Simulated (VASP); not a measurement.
# BN (P6_3mc) in VASP: notebook

BN is run at these levels: r2SCAN; tasks: single point.

Everything below comes from runs of VASP 6.6.1. Logs are shortened: lines on timing, memory, paths and dates and some standing lists are left out, and cuts for length are marked.

## Step 1: The cell of the first run

The structure is hexagonal, space group P6_3mc (No. 186). The conventional cell has a = 2.503 Å, b = 2.503 Å, c = 4.227 Å, α = 90.00°, β = 90.00°, γ = 120.00°. B (site symmetry 3m) has 4 N at 1.54 to 1.58 Å within 2.1 Å. N (site symmetry 3m) has 4 B at 1.54 to 1.58 Å within 2.1 Å.

## Step 2: Single point, r2SCAN (strain -0.0200 x Voigt [1, 1, 0, 0, 0, 0])

Input file POSCAR:

```
BN
1.0
    2.5028608097      0.0000000000      0.0000000000
   -1.2514304049      2.1675410433      0.0000000000
    0.0000000000      0.0000000000      4.2268550000
B N
2 2
Direct
    0.6666666667      0.3333333333      0.9997240000
    0.3333333333      0.6666666667      0.4997240000
    0.6666666667      0.3333333333      0.6252760000
    0.3333333333      0.6666666667      0.1252760000
```

Input file INCAR.step1:

```
  PREC = Accurate
  ENCUT = 520
  ISMEAR = 0
  SIGMA = 0.05
  LREAL = False
  LASPH = True
  NELM = 80
  NBANDS = 16
  GGA = PE
  ALGO = Normal
  EDIFF = 1E-4
  LWAVE = True
  LCHARG = False
```

Input file INCAR.step2:

```
  PREC = Accurate
  ENCUT = 520
  EDIFF = 1E-6
  ISMEAR = 0
  SIGMA = 0.05
  LREAL = False
  LASPH = True
  NELM = 80
  ALGO = Normal
  ISIF = 2
  LWAVE = False
  LCHARG = True
  METAGGA = R2SCAN
  LMIXTAU = True
  LELF = True
  LVHAR = True
  NBANDS = 16
  ISTART = 1
```

Input file KPOINTS:

```
Automatic mesh
0
Gamma
  12 12 6
```

Potentials or basis: VASP PAW PBE potentials, release 64 (B, N).

Launch:

```console
> cat potpaw_PBE.64/B/POTCAR potpaw_PBE.64/N/POTCAR > POTCAR
> cp INCAR.step1 INCAR
> mpirun -np 1 vasp_std > vasp.out
> cp INCAR.step2 INCAR
> mpirun -np 1 vasp_std > vasp.out
```

OUTCAR:

```text
PREC = Accurate
   ENCUT = 520
   EDIFF = 1E-6
   ISMEAR = 0
   LREAL = False
   LASPH = True
   NELM = 80
   ISIF = 2
   METAGGA = R2SCAN
   ISTART = 1

 ion  position               nearest neighbor table
   1  0.667  0.333  1.000-   4 1.54   4 1.54   4 1.54   3 1.58
   2  0.333  0.667  0.500-   3 1.54   3 1.54   3 1.54   4 1.58
   3  0.667  0.333  0.625-   2 1.54   2 1.54   2 1.54   1 1.58
   4  0.333  0.667  0.125-   1 1.54   1 1.54   1 1.54   2 1.58

  LATTYP: Found a hexagonal cell.
 ALAT       =     2.5028608097
 C/A-ratio  =     1.6888094550

  Lattice vectors:

 A1 = (   2.5028608097,   0.0000000000,   0.0000000000)
 A2 = (  -1.2514304049,   2.1675410433,   0.0000000000)
 A3 = (   0.0000000000,   0.0000000000,   4.2268550000)

Analysis of symmetry for initial positions (statically):
=====================================================================
 Subroutine PRICEL returns:
 Original cell was already a primitive cell.

 Routine SETGRP: Setting up the symmetry group for a
 hexagonal supercell.

 Subroutine GETGRP returns: Found 12 space group operations
 (whereof  6 operations were pure point group operations)
 out of a pool of 24 trial point group operations.

The static configuration has the point symmetry C_3v.
 The point group associated with its full space group is C_6v.

Analysis of symmetry for dynamics (positions and initial velocities):
=====================================================================
 Subroutine PRICEL returns:
 Original cell was already a primitive cell.

 Routine SETGRP: Setting up the symmetry group for a
 hexagonal supercell.

 Subroutine GETGRP returns: Found 12 space group operations
 (whereof  6 operations were pure point group operations)
 out of a pool of 24 trial point group operations.

The dynamic configuration has the point symmetry C_3v.
 The point group associated with its full space group is C_6v.

 Subroutine INISYM returns: Found 12 space group operations
 (whereof  6 operations are pure point group operations),
 and found     1 'primitive' translations

----------------------------------------------------------------------------------------

[... 82 lines left out ...]
   dimension x,y,z NGXF=    40 NGYF=   40 NGZF=   64
   ions per type =               2   2
   NGX,Y,Z   is equivalent  to a cutoff of  13.28, 13.28, 12.59 a.u.
   NGXF,Y,Z  is equivalent  to a cutoff of  26.57, 26.57, 25.17 a.u.
 SYSTEM =  unknown system
   PREC   = accura    normal or accurate (medium, high low for compatibility)
   ISTART =      1    job   : 0-new  1-cont  2-samecut
   ICHARG =      0    charge: 1-file 2-atom 10-const
   ISPIN  =      1    spin polarized calculation?
   LNONCOLLINEAR =      F non collinear calculations
   LSORBIT =      F    spin-orbit coupling
   LASPH  =      T    aspherical Exc in radial PAW
   ENCUT  =  520.0 eV  38.22 Ry    6.18 a.u.   4.65  4.65  7.86*2*pi/ulx,y,z
   NELM   =     80;   NELMIN=  2; NELMDL=  0     # of ELM steps
   EDIFF  = 0.1E-05   stopping-criterion for ELM
   LREAL  =      F    real-space projection
[... 7 lines left out ...]
   TEBEG  =    0.0;   TEEND  =   0.0 temperature during run
   PSTRESS=    0.0 pullay stress
   NELECT =      16.0000    total number of electrons
   NUPDOWN=      -1.0000    fix difference up-down
   EMIN   =  10.00;   EMAX   =-10.00  energy-range for DOS
   EFERMI =   0.00;   METHOD = LEGACY
   ISMEAR =     0;   SIGMA  =   0.05  broadening in eV -4-tet -1-fermi 0-gaus
   EFERMI_NEDOS =   21; number of points for ismear=-14 and -15
   IALGO  =     38    algorithm
   IMIX   =      4    mixing-type and parameters
     AMIX     =   0.40;   BMIX     =  1.00
     AMIX_MAG =   1.60;   BMIX_MAG =  1.00
  volume/ion in A,a.u.               =       5.73        38.69
  Fermi-wavevector in a.u.,A,eV,Ry     =   1.452026  2.743931 28.686241  2.108379
  Thomas-Fermi vector in A             =   2.569455
   LORBIT       =      0    0 simple, 1 ext, 2 COOP (PROOUT), +10 PAW based schemes
   METAGGA = R2SCAN    functional components
   LHFCALC =     F    Hartree Fock is set to
   AEXX    =    0.0000 exact exchange contribution
   IVDW    =     0    specifies the selected vdW correction
   LEPSILON=     F    determine dielectric tensor
   LRPA    =     F    only Hartree local field effects (RPA)
 non-spin polarized calculation
 Gauss-broadening in eV      SIGMA  =   0.05
  energy-cutoff  :      520.00
  volume of cell :       22.93
 maximum number of plane-waves:       640
 NGX is ok and might be reduce to    20
   NGX =  9   NGY =  9   NGZ = 15

 number of electron      15.9999997 magnetization

 Free energy of the ion-electron system (eV)
  ---------------------------------------------------
  ext. energy  EPLUGINS =         0.00000000
  ---------------------------------------------------
  free energy    TOTEN  =       -38.21493750 eV

  energy without entropy =      -38.21493750  energy(sigma->0) =      -38.21493750

 E-fermi :   8.0520     XC(G=0): -13.7963

 val. band max:        7.8088234843   @ k =   0.0000   0.0000   0.0000
 cond. band min:      13.3949077970   @ k =   0.3333   0.3333   0.0000
 fundamental gap:      5.5860843126
 Fermi energy:         8.0519758807

 k-point     1 :       0.0000    0.0000    0.0000
  band No.  band energies     occupation
      1     -14.0483      2.00000
      2      -9.8665      2.00000
      3      -3.8689      2.00000
      4       5.6934      2.00000
      5       5.6934      2.00000
      6       7.4251      2.00000
[... 433 lines left out ...]
      3      -1.5496      2.00000
      4      -0.1113      2.00000
      5       1.3429      2.00000
      6       3.3178      2.00000
[... 8 lines left out ...]
     15      25.4147      0.00000
     16      25.6887      0.00000

 [... further k-points ...]
[... 5 lines left out ...]
  --------------------------------------------------------------------------------------
  -------------------------------------------------------------------------------------
  Total        2.9085865      2.9085865     -0.2591339     -0.0000000      0.0000000      0.0000000
  in kB      203.2222169    203.2222169    -18.1056213     -0.0000000      0.0000000      0.0000000
  external PRESSURE =     129.4462708 kB  Pullay stress =       0.0000000 kB

 VOLUME and BASIS-vectors are now :
 -----------------------------------------------------------------------------
  energy-cutoff  :      520.00
  volume of cell :       22.93
      direct lattice vectors                 reciprocal lattice vectors
     2.502860810  0.000000000  0.000000000     0.399542794  0.230676139  0.000000000
    -1.251430405  2.167541043  0.000000000     0.000000000  0.461352279  0.000000000
     0.000000000  0.000000000  4.226855000     0.000000000  0.000000000  0.236582518

 POSITION                                       TOTAL-FORCE (eV/Angst)
 -----------------------------------------------------------------------------------
      1.25143      0.72251      4.22569        -0.000000      0.000000     -0.021020
     -0.00000      1.44503      2.11226         0.000000     -0.000000     -0.021020
      1.25143      0.72251      2.64295         0.000000      0.000000      0.021020
     -0.00000      1.44503      0.52952        -0.000000      0.000000      0.021020
 -----------------------------------------------------------------------------------
    total drift:                               -0.000000     -0.000000      0.001996

  FREE ENERGIE OF THE ION-ELECTRON SYSTEM (eV)
  ---------------------------------------------------
  free  energy   TOTEN  =       -38.2149375035 eV

  energy  without entropy=      -38.2149375035  energy(sigma->0) =      -38.21493750
```

Run time: 39 s. Hardware: 1 thread of Intel Xeon 6975P-C (Granite Rapids), shared host; peak memory 0.14 GiB.

Results:

| Property | Result |
| --- | --- |
| Free energy | -38.2149 eV |
| Pressure | 12.9 GPa |
| Largest force | 0.021 eV/Å |
| Band gap on the k mesh | 5.59 eV, indirect (least direct gap 8.76 eV) |

Forces on the atoms (eV/Å):
```
B    0.000  0.000 -0.021
B    0.000  0.000 -0.021
N    0.000  0.000  0.021
N    0.000  0.000  0.021
```

Stress tensor (GPa, compression positive):
```
20.32  0.00  0.00
 0.00 20.32  0.00
 0.00  0.00 -1.81
```

Caveat: the cell differs from its parent crystal (strain -0.0200 x Voigt [1, 1, 0, 0, 0, 0]); the PAW data sets were made with another functional, which shifts forces and pressure a little. A k mesh can miss the band edges.

## Step 3: Single point, r2SCAN (strain -0.0150 x Voigt [1, 1, 0, 0, 0, 0])

POSCAR, as its differences from that of step 2:

```diff
@@ -2,4 +2,4 @@
 1.0
-    2.5028608097      0.0000000000      0.0000000000
-   -1.2514304049      2.1675410433      0.0000000000
+    2.5156305077      0.0000000000      0.0000000000
+   -1.2578152539      2.1785999262      0.0000000000
     0.0000000000      0.0000000000      4.2268550000
```

Input file INCAR.step1:

```
SYSTEM = BN
PREC = Accurate ; ENCUT = 520
ISMEAR = 0 ; SIGMA = 0.05
LREAL = .False. ; LASPH = .True.
NELM = 100 ; NBANDS = 16
GGA = PE ; ALGO = Normal
EDIFF = 1E-4 ; LWAVE = .True.
LCHARG = .False.
```

Input file INCAR.step2:

```
SYSTEM = BN
PREC = Accurate ; ENCUT = 520
EDIFF = 1E-6 ; ISMEAR = 0
SIGMA = 0.05 ; LREAL = .False.
LASPH = .True. ; NELM = 100
ALGO = Normal ; ISIF = 2
LWAVE = .False. ; LCHARG = .False.
METAGGA = R2SCAN ; LMIXTAU = .True.
NBANDS = 16 ; ISTART = 1
```

Input file KPOINTS:

```
regular mesh
0
Gamma
  12 12 6
  0 0 0
```

Potentials or basis: VASP PAW PBE potentials, release 64 (B, N).

Launch:

```console
> cat potpaw_PBE.64/B/POTCAR potpaw_PBE.64/N/POTCAR > POTCAR
> cp INCAR.step1 INCAR
> mpirun -np 1 vasp_std > vasp.out
> cp INCAR.step2 INCAR
> mpirun -np 1 vasp_std > vasp.out
```

Wall time 38 s (1 thread of Intel Xeon 6975P-C (Granite Rapids), shared host); peak memory 0.14 GiB.

Results (log left out):

```yaml
Free_energy: -38.2405 eV
Pressure: 8.5 GPa
Largest_force: 0.005 eV/Å
Band_gap_on_the_k_mesh: 5.62 eV, indirect (least direct gap 8.88 eV)
```

Forces in eV/Å, atoms in the order of the input:
```
B    0.000  0.000 -0.005
B    0.000  0.000 -0.005
N    0.000  0.000  0.005
N    0.000  0.000  0.005
```

Stress tensor (GPa, compression positive):
```
13.94  0.00  0.00
 0.00 13.94  0.00
 0.00  0.00 -2.42
```

Levels at points of the mesh, in eV from the valence-band top:
| k point | band 4 | band 5 | band 6 | band 7 | band 8 | band 9 | band 10 | band 11 | band 12 | band 13 |
| --- | --- | --- | --- | --- | --- | --- | --- | --- | --- | --- |
| (0.00, 0.00, 0.00) | -2.13 | -2.13 | -0.35 | 0.00 | 0.00 | 8.88 | 9.29 | 9.29 | 10.77 | 12.03 |
| (0.50, 0.00, 0.00) | -8.42 | -7.30 | -5.20 | -4.61 | -2.31 | 7.52 | 8.54 | 11.57 | 12.46 | 13.62 |
| (0.00, 0.00, 0.50) | -6.21 | -1.18 | -1.18 | -1.18 | -1.18 | 10.63 | 10.63 | 10.88 | 10.88 | 10.88 |
| (0.50, 0.00, 0.50) | -10.60 | -3.97 | -3.97 | -3.88 | -3.88 | 7.20 | 7.20 | 10.76 | 10.76 | 15.49 |

Caveat: the cell differs from its parent crystal (strain -0.0150 x Voigt [1, 1, 0, 0, 0, 0]); the PAW data sets were made with another functional, which shifts forces and pressure a little. A k mesh can miss the band edges.

(Part 1 of 2 ends here.)
